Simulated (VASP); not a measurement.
# HfMg3 (Pm-3m) in VASP: further runs, part 2 of 2

VASP 6.6.1. Earlier steps stand in the parts before.

## (4) Single point, PBE

This run uses another cell than the first one, of 20.24 Å³/atom, 1.167 times its volume.

INCAR reads:

```
SYSTEM = HfMg3
PREC     = Accurate       ! precision mode
ENCUT    = 520            ! plane-wave cutoff, eV
EDIFF    = 1E-6           ! SCF threshold, eV
ISMEAR   = -1             ! smearing method
SIGMA    = 0.15           ! smearing width, eV
LREAL    = .FALSE.        ! projectors in reciprocal space
LASPH    = .TRUE.         ! aspherical terms in the spheres
NELM     = 80             ! most SCF steps
ALGO     = Normal         ! electronic algorithm
ISIF     = 2              ! what is computed and relaxed
LWAVE    = .FALSE.        ! write WAVECAR
LCHARG   = .TRUE.         ! write CHGCAR
GGA      = PE             ! functional
LELF     = .TRUE.         ! ELF
LVHAR    = .TRUE.       
NBANDS   = 16             ! bands
```

KPOINTS reads:

```
Automatic mesh
0
G
  5 5 5
  0 0 0
```

POSCAR reads:

```
HfMg3
1.0
    4.3257624385      0.0000000000      0.0000000000
    0.0000000000      4.3257624385      0.0000000000
    0.0000000000      0.0000000000      4.3257624385
Mg Hf
3 1
Direct
    0.5000000000      0.5000000000      0.0000000000
    0.5000000000      0.0000000000      0.5000000000
    0.0000000000      0.5000000000      0.5000000000
    0.0000000000      0.0000000000      0.0000000000
```

Potentials or basis: VASP PAW PBE potentials, release 64 (Mg, Hf_pv).

The run is started by

```console
cat potpaw_PBE.64/Mg/POTCAR potpaw_PBE.64/Hf_pv/POTCAR > POTCAR
mpirun -np 1 vasp_std > vasp.out
```

OUTCAR:

```text
SYSTEM = HfMg3
   PREC = Accurate
   ENCUT = 520
   EDIFF = 1E-6
   ISMEAR = -1
   LREAL = .FALSE.
   LASPH = .TRUE.
   NELM = 80
   ISIF = 2
   GGA = PE

 ion  position               nearest neighbor table
   1  0.500  0.500  0.000-   2 3.06   3 3.06   4 3.06   2 3.06   3 3.06   2 3.06   4 3.06   2 3.06
                             3 3.06   4 3.06   3 3.06   4 3.06
   2  0.500  0.000  0.500-   1 3.06   3 3.06   4 3.06   1 3.06   4 3.06   1 3.06   3 3.06   1 3.06
                             3 3.06   4 3.06   4 3.06   3 3.06
   3  0.000  0.500  0.500-   1 3.06   2 3.06   4 3.06   1 3.06   4 3.06   2 3.06   4 3.06   4 3.06
                             1 3.06   2 3.06   1 3.06   2 3.06
   4  0.000  0.000  0.000-   1 3.06   2 3.06   3 3.06   2 3.06   3 3.06   1 3.06   3 3.06   3 3.06
                             1 3.06   2 3.06   2 3.06   1 3.06

  LATTYP: Found a simple cubic cell.
 ALAT       =     4.3257624385

  Lattice vectors:

 A1 = (   4.3257624385,   0.0000000000,   0.0000000000)
 A2 = (   0.0000000000,   4.3257624385,   0.0000000000)
 A3 = (   0.0000000000,   0.0000000000,   4.3257624385)

Analysis of symmetry for initial positions (statically):
[... 163 lines left out ...]
 val. band max:        3.3848296210   @ k =   0.4000   0.4000   0.2000
 cond. band min:       3.5476305863   @ k =   0.4000   0.2000   0.2000
 fundamental gap:      0.1628009653
 Fermi energy:         3.4867781642

 k-point     1 :       0.0000    0.0000    0.0000
  band No.  band energies     occupation
      1     -27.3146      2.00000
      2     -27.3146      2.00000
      3     -27.3146      2.00000
      4      -3.6711      2.00000
      5       2.1827      1.99966
      6       2.1827      1.99966
[... 167 lines left out ...]
      3     -27.3259      2.00000
      4       0.1206      2.00000
      5       1.2618      2.00000
      6       1.2618      2.00000
[... 8 lines left out ...]
     15       8.9688      0.00000
     16       9.0696      0.00000

------------------------ aborting loop because EDIFF is reached ----------------------------------------

  FORCE on cell =-STRESS in cart. coord.  units (eV):
  Direction    XX          YY          ZZ          XY          YZ          ZX
  --------------------------------------------------------------------------------------
  -------------------------------------------------------------------------------------
  Total        2.4885767      2.4885767      2.4885767     -0.0000000     -0.0000000      0.0000000
  in kB       49.2576410     49.2576410     49.2576410     -0.0000000     -0.0000000      0.0000000
  external PRESSURE =      49.2576410 kB  Pullay stress =       0.0000000 kB

 VOLUME and BASIS-vectors are now :
 -----------------------------------------------------------------------------
  energy-cutoff  :      520.00
  volume of cell :       80.94
      direct lattice vectors                 reciprocal lattice vectors
     4.325762438  0.000000000  0.000000000     0.231173120  0.000000000  0.000000000
     0.000000000  4.325762438  0.000000000     0.000000000  0.231173120  0.000000000
     0.000000000  0.000000000  4.325762438     0.000000000  0.000000000  0.231173120

 POSITION                                       TOTAL-FORCE (eV/Angst)
 -----------------------------------------------------------------------------------
      2.16288      2.16288      0.00000         0.000000      0.000000      0.000000
      2.16288      0.00000      2.16288         0.000000      0.000000      0.000000
      0.00000      2.16288      2.16288         0.000000      0.000000      0.000000
      0.00000      0.00000      0.00000         0.000000      0.000000      0.000000
 -----------------------------------------------------------------------------------
    total drift:                               -0.000000      0.000000      0.000000

  FREE ENERGIE OF THE ION-ELECTRON SYSTEM (eV)
  ---------------------------------------------------
  free  energy   TOTEN  =       -13.8970390065 eV

  energy  without entropy=      -13.6586406468  energy(sigma->0) =      -13.77783983
```

stdout:

```text
POSCAR found type information on POSCAR MgHf
 POSCAR found :  2 types and       4 ions
 scaLAPACK will be used
 LDA part: xc-table for (Slater+PW92), standard interpolation
 POSCAR, INCAR and KPOINTS ok, starting setup
 FFT: planning ... GRIDC
 FFT: planning ... GRID_SOFT
 FFT: planning ... GRID
 WAVECAR not read
 entering main loop
```

Wall time 8.4 s (1 thread of Intel Xeon 6975P-C, shared host); peak memory 0.18 GiB.

What came out:

```yaml
Free_energy: -13.8970 eV
Pressure: 4.9 GPa
Band_gap_on_the_k_mesh: zero (band 8 reaches 4.17 eV, above the bottom of band 9 at 2.77 eV)
```

Levels at points of the mesh, in eV from the Fermi level:
| k point | band 4 | band 5 | band 6 | band 7 | band 8 | band 9 | band 10 | band 11 |
| --- | --- | --- | --- | --- | --- | --- | --- | --- |
| (0.00, 0.00, 0.00) | -7.16 | -1.30 | -1.30 | 0.68 | 0.68 | 0.68 | 1.33 | 1.33 |

Caveat: spin-orbit coupling is left out, which moves the levels of the heavy elements.

## (5) Summary

```csv
cell,gap on the mesh (eV),pressure (GPa)
"a = 4.109 Å, 4 atoms",none,20.1
"a = 4.239 Å, 4 atoms",none,10.0
"a = 4.326 Å, 4 atoms",none,4.9
```

Alike in all rows: task single point; level PBE; potentials or basis VASP PAW PBE potentials, release 64 (Mg, Hf_pv); no spin polarisation; k mesh 5 × 5 × 5; cutoff (eV) 520; smearing fermi-dirac 0.15 eV.

Caveats: spin-orbit coupling is left out, which moves the levels of the heavy elements.

Total energies depend on the potentials used, so only differences within one code and one set of settings carry meaning.
